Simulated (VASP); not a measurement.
A run of VASP 6.6.1:

INCAR

```
SYSTEM = HfO2
PREC     = Accurate       ! precision mode
ENCUT    = 520            ! plane-wave cutoff, eV
EDIFF    = 1E-7           ! SCF threshold, eV
ISMEAR   = -1             ! smearing method
SIGMA    = 0.05           ! smearing width, eV
LREAL    = .False.        ! projectors in reciprocal space
LASPH    = .True.         ! aspherical terms in the spheres
NELM     = 60             ! most SCF steps
ALGO     = Normal         ! electronic algorithm
ISIF     = 2              ! what is computed and relaxed
LWAVE    = .False.        ! write WAVECAR
LCHARG   = .False.        ! write CHGCAR
GGA      = PE             ! functional
NBANDS   = 56             ! bands
```

File KPOINTS:

```
Automatic mesh
0
Gamma
  5 5 5
  0 0 0
```

Contents of POSCAR:

```
HfO2
1.0
    5.2183784252      0.0000000000      0.0000000000
    0.0000000000      5.2874062132      0.0000000000
   -0.8755038659      0.0000000000      5.3161257910
Hf O
4 8
Direct
    0.2755000000      0.4603000000      0.7080000000
    0.7245000000      0.9603000000      0.7920000000
    0.7245000000      0.5397000000      0.2920000000
    0.2755000000      0.0397000000      0.2080000000
    0.0742000000      0.1684000000      0.8467000000
    0.9258000000      0.6684000000      0.6533000000
    0.9258000000      0.8316000000      0.1533000000
    0.0742000000      0.3316000000      0.3467000000
    0.4487000000      0.7419000000      0.9801000000
    0.5513000000      0.2419000000      0.5199000000
    0.5513000000      0.2581000000      0.0199000000
    0.4487000000      0.7581000000      0.4801000000
```

Potentials or basis: VASP PAW PBE potentials, release 64 (Hf_pv, O).

Command:

```console
$ cat potpaw_PBE.64/Hf_pv/POTCAR potpaw_PBE.64/O/POTCAR > POTCAR
$ mpirun -np 1 vasp_std > vasp.out
```

Hardware: 1 thread of Intel Xeon 8259CL, with other jobs on the host.

Question: How long does it take, and how much memory?

Answer: Wall time 7.3 min on 1 thread of Intel Xeon 8259CL (shared host), peak memory 0.39 GiB. Counts: scf iterations 16, k points 39.
